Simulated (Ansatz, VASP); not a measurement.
## ZnCu in VASP and in Ansatz

INCAR

```
SYSTEM = ZnCu
ALGO = Fast ; EDIFF = 1E-6
ENCUT = 520 ; GGA = PE
ISIF = 2 ; ISMEAR = 0
LASPH = .TRUE. ; LCHARG = .FALSE.
LREAL = .FALSE. ; LWAVE = .FALSE.
NBANDS = 18 ; NELM = 100
PREC = Accurate ; SIGMA = 0.1
```

The input KPOINTS:

```
k-points
0
G
  14 14 14
  0 0 0
```

POSCAR

```
ZnCu
1.0
    2.8442221000      0.0000000000      0.0000000000
    0.0000000000      2.8442221000      0.0000000000
    0.0000000000      0.0000000000      2.8442221000
Zn Cu
1 1
Direct
    0.5000000000      0.5000000000      0.5000000000
    0.0000000000      0.0000000000      0.0000000000
```

Input for Ansatz:

```yaml
crystal:
  lattice:
    - [2.8442221, 0.0, 0.0]
    - [0.0, 2.8442221, 0.0]
    - [0.0, 0.0, 2.8442221]
  atoms:
    - { symbol: Zn, position: [0.5, 0.5, 0.5] }
    - { symbol: Cu, position: [0.0, 0.0, 0.0] }
basis:
  ecutwfc: 420
kpoints:
  mp_grid: { grid: [14, 14, 14] }
hamiltonian:
  xc: pbe
scf:
  occupations: { method: gaussian, width: 0.1 }
output:
  forces: true
  stress: true
  eigenvalues: true
  populations: true
```

Alike in both runs: task single point; functional PBE; k mesh 14 × 14 × 14; occupations gaussian, width 0.1 eV; no spin polarisation.

|  | VASP | Ansatz |
| --- | --- | --- |
| version | VASP 6.6.1 | Ansatz 0.2.0 |
| potentials or method | VASP PAW PBE potentials, release 64 (Zn, Cu), cutoff 520 eV | scalar-relativistic, plane waves, PAW |
| valence electrons in the cell | 23 | 31 |

```csv
,VASP,Ansatz,Ansatz less VASP
gap on the k mesh at the Fermi level (eV),none,none,-
pressure (GPa),20.3,19.3,-1.00
```

A gap of «none» marks a metal or a gap that the smearing closes. VASP's potentials hold 23 valence electrons a cell and Ansatz's 31, so a difference there can come from the potentials and not from the codes.
